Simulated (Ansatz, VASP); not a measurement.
**Two plane-wave programs on SiO2**

```
CELL_PARAMETERS angstrom
9.49620 0.00000 0.00000
0.00000 9.49620 0.00000
-4.74810 -4.74810 7.48800
ATOMIC_POSITIONS crystal
Si 0.00000 0.00000 0.00000
Si 0.00000 0.00000 0.50000
Si 0.50000 0.00000 0.50000
Si 0.50000 0.00000 0.00000
Si 0.00000 0.50000 0.50000
Si 0.00000 0.50000 0.00000
Si 0.50000 0.50000 0.00000
Si 0.50000 0.50000 0.50000
Si 0.12500 0.37500 0.25000
Si 0.12500 0.37500 0.75000
Si 0.62500 0.37500 0.75000
Si 0.62500 0.37500 0.25000
Si 0.12500 0.87500 0.75000
Si 0.12500 0.87500 0.25000
Si 0.62500 0.87500 0.25000
Si 0.62500 0.87500 0.75000
O 0.31250 0.49919 0.37500
O 0.31250 0.49919 0.87500
O 0.81250 0.49919 0.87500
O 0.81250 0.49919 0.37500
O 0.31250 0.99919 0.87500
O 0.31250 0.99919 0.37500
O 0.81250 0.99919 0.37500
O 0.81250 0.99919 0.87500
O 0.12419 0.18750 0.12500
O 0.12419 0.18750 0.62500
O 0.62419 0.18750 0.62500
O 0.62419 0.18750 0.12500
O 0.12419 0.68750 0.62500
O 0.12419 0.68750 0.12500
O 0.62419 0.68750 0.12500
O 0.62419 0.68750 0.62500
O 0.06250 0.37581 0.37500
O 0.06250 0.37581 0.87500
O 0.56250 0.37581 0.87500
O 0.56250 0.37581 0.37500
O 0.06250 0.87581 0.87500
O 0.06250 0.87581 0.37500
O 0.56250 0.87581 0.37500
O 0.56250 0.87581 0.87500
O 0.00081 0.43750 0.12500
O 0.00081 0.43750 0.62500
O 0.50081 0.43750 0.62500
O 0.50081 0.43750 0.12500
O 0.00081 0.93750 0.62500
O 0.00081 0.93750 0.12500
O 0.50081 0.93750 0.12500
O 0.50081 0.93750 0.62500
```

Alike in both runs: task single point; functional PBE; k mesh 2 × 2 × 2; occupations gaussian, width 0.05 eV; no spin polarisation.

|  | VASP | Ansatz |
| --- | --- | --- |
| version | VASP 6.6.1 | Ansatz 0.2.0 |
| potentials or method | VASP PAW PBE potentials, release 64 (Si, O), cutoff 520 eV | scalar-relativistic, plane waves, PAW |
| valence electrons in the cell | 256 | 256 |

```csv
,VASP,Ansatz,Ansatz less VASP
gap on the k mesh at the Fermi level (eV),6.04,6.04,+0.002
rms of the force components (eV/Å),0.062,0.062,-0.0004
```

Atom by atom the forces differ by 0.000 eV/Å (rms over components).
